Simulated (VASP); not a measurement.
A run of VASP 6.6.1 is set up as follows.

The input INCAR:

```
  PREC = Accurate
  ENCUT = 500
  EDIFF = 1E-6
  ISMEAR = 0
  SIGMA = 0.1
  LREAL = F
  LASPH = T
  NELM = 120
  ALGO = Normal
  ISIF = 2
  LWAVE = F
  LCHARG = F
  GGA = PE
  NBANDS = 14
  GGA_COMPAT = F
```

Contents of KPOINTS:

```
regular mesh
0
Gamma
  6 6 4
```

Contents of POSCAR:

```
NaH4
1.0
    3.4215189900      0.0000000000      0.0000000000
   -1.7107594900      2.9631223600      0.0000000000
    0.0000000000      0.0000000000      7.3904810100
Na H
1 4
Direct
    0.0000000000      0.0000000000      0.0000000000
    0.3333333300      0.6666666700      0.2500000000
    0.3333333300      0.6666666700      0.7500000000
    0.6666666700      0.3333333300      0.2500000000
    0.6666666700      0.3333333300      0.7500000000
```

Potentials or basis: VASP PAW PBE potentials, release 64 (Na_pv, H).

Command:

```console
$ cat potpaw_PBE.64/Na_pv/POTCAR potpaw_PBE.64/H/POTCAR > POTCAR
$ mpirun -np 1 vasp_std > vasp.out
```

**Question.** Estimate the largest force.

**Answer.** 0.420 eV/Å.

**Question.** Predict the pressure.

**Answer.** -7.4 GPa.

**Question.** Estimate the band gap on the k mesh.

**Answer.** Zero (an odd number of electrons rules out a gap without spin polarisation).

Forces on the atoms (eV/Å):
```
Na   0.000  0.000  0.000
H    0.000  0.000 -0.420
H    0.000  0.000  0.420
H    0.000  0.000 -0.420
H    0.000  0.000  0.420
```

Caveat: the cell differs from its parent crystal (atoms taken out); the cell stands under tension.
